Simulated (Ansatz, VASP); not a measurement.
**Te: VASP beside Ansatz**

```xyz
4
Lattice="5.3371 0.0000 0.0000 -2.6685 4.6220 0.0000 0.0000 0.0000 6.3451" Properties=species:S:1:pos:R:3 pbc="T T T"
Te    0.0000    0.0000    4.5050
Te    0.0000    0.0000    1.8401
Te    0.0000    3.0814    0.0000
Te    2.6685    1.5407    0.0000
```

Alike in both runs: functional PBE; k mesh 12 × 12 × 8; occupations gaussian, width 0.1 eV; no spin polarisation.

Ansatz relaxed the structure, and its values are those at the end. VASP's run is a single point on that final structure, the one shown.

|  | VASP | Ansatz |
| --- | --- | --- |
| version | VASP 6.6.1 | Ansatz 0.2.0 |
| potentials or method | VASP PAW PBE potentials, release 64 (Te), cutoff 500 eV | scalar-relativistic, plane waves, PAW |
| valence electrons in the cell | 24 | 64 |

```csv
,VASP,Ansatz,Ansatz less VASP
gap on the k mesh at the Fermi level (eV),none,none,-
pressure (GPa),0.0,0.0,+0.03
rms of the force components (eV/Å),0.006,0.000,-0.0055
```

A gap of «none» marks a metal or a gap that the smearing closes. VASP's potentials hold 24 valence electrons a cell and Ansatz's 64, so a difference there can come from the potentials and not from the codes.

Neither program's run includes spin-orbit coupling.
